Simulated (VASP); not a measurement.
Set up this calculation in VASP 6.6.1, as the native input.

| Quantity | Value |
| --- | --- |
| Task | single point |
| Functional | r2SCAN |
| Potentials or basis | VASP PAW PBE potentials, release 64 (Li_sv, Nb_sv, O) |
| Cutoff | 830 eV |
| k mesh | 7 × 7 × 7 |
| Occupations | fermi-dirac, width 0.01 eV |
| Spin | no spin polarisation |
| Dipole correction | no |
| Further INCAR settings | ALGO = Normal; EDIFF = 1e-06; NBANDS = 45 |

LiNbO3:

```
Li Nb O
1.0
     2.59495    1.49820    4.67222
    -2.59495    1.49820    4.67222
     0.00000   -2.99639    4.67222
Li Nb O
2 2 6
Direct
  0.71839 0.71822 0.71835
  0.21839 0.21835 0.21822
  0.99950 0.99985 0.99989
  0.49950 0.49989 0.49985
  0.27813 0.64246 0.88867
  0.64199 0.88935 0.27922
  0.89017 0.27880 0.64156
  0.39017 0.14156 0.77880
  0.77813 0.38867 0.14246
  0.14199 0.77922 0.38935
```

The input as run:

POSCAR

```
LiNbO3
1.0
    2.5949501352      1.4981951591      4.6722232478
   -2.5949501352      1.4981951591      4.6722232478
    0.0000000000     -2.9963903182      4.6722232478
Li Nb O
2 2 6
Direct
    0.7183927787      0.7182247405      0.7183542361
    0.2183927780      0.2183542359      0.2182247407
    0.9995011379      0.9998472753      0.9998926833
    0.4995011372      0.4998926829      0.4998472756
    0.2781285333      0.6424619270      0.8886693898
    0.6419945357      0.8893460118      0.2792152346
    0.8901680294      0.2788002957      0.6415582259
    0.3901680287      0.1415582256      0.7788002965
    0.7781285339      0.3886693891      0.1424619268
    0.1419945351      0.7792152348      0.3893460120
```

INCAR.step1

```
PREC     = Accurate       # precision mode
ENCUT    = 830            # plane-wave cutoff, eV
ISMEAR   = -1             # smearing method
SIGMA    = 0.01           # smearing width, eV
LREAL    = F              # projectors in reciprocal space
LASPH    = T              # aspherical terms in the spheres
NELM     = 120            # most SCF steps
NBANDS   = 45             # bands
GGA      = PE             # functional
ALGO     = Normal         # electronic algorithm
EDIFF    = 1E-5           # SCF threshold, eV
LWAVE    = T              # write WAVECAR
LCHARG   = F              # write CHGCAR
GGA_COMPAT= F            
KPAR     = 4
```

INCAR.step2

```
PREC     = Accurate       # precision mode
ENCUT    = 830            # plane-wave cutoff, eV
EDIFF    = 1E-6           # SCF threshold, eV
ISMEAR   = -1             # smearing method
SIGMA    = 0.01           # smearing width, eV
LREAL    = F              # projectors in reciprocal space
LASPH    = T              # aspherical terms in the spheres
NELM     = 120            # most SCF steps
ALGO     = Normal         # electronic algorithm
ISIF     = 2              # what is computed and relaxed
LWAVE    = F              # write WAVECAR
LCHARG   = F              # write CHGCAR
METAGGA  = R2SCAN         # meta-GGA
LMIXTAU  = T            
NBANDS   = 45             # bands
ISTART   = 1            
GGA_COMPAT= F            
KPAR     = 4
```

KPOINTS

```
Automatic mesh
0
Gamma
  7 7 7
```

Potentials or basis: VASP PAW PBE potentials, release 64 (Li_sv, Nb_sv, O).

Launch:

```sh
$ cat potpaw_PBE.64/Li_sv/POTCAR potpaw_PBE.64/Nb_sv/POTCAR potpaw_PBE.64/O/POTCAR > POTCAR
$ cp INCAR.step1 INCAR
$ mpirun -np 4 vasp_std > vasp.out
$ cp INCAR.step2 INCAR
$ mpirun -np 4 vasp_std > vasp.out
```

Results of the run:

| Property | Result |
| --- | --- |
| Pressure | -4.4 GPa |
| Largest force | 0.127 eV/Å |
| Band gap on the k mesh | 3.94 eV (least direct gap 3.96 eV) |

Caveat: the cell stands under tension; the PAW data sets were made with another functional, which shifts forces and pressure a little.

Wall time 15 min on 4 MPI ranks on Intel(R) Xeon(R) 6975P-C (Granite Rapids), on a shared host, peak memory 0.96 GiB a rank.
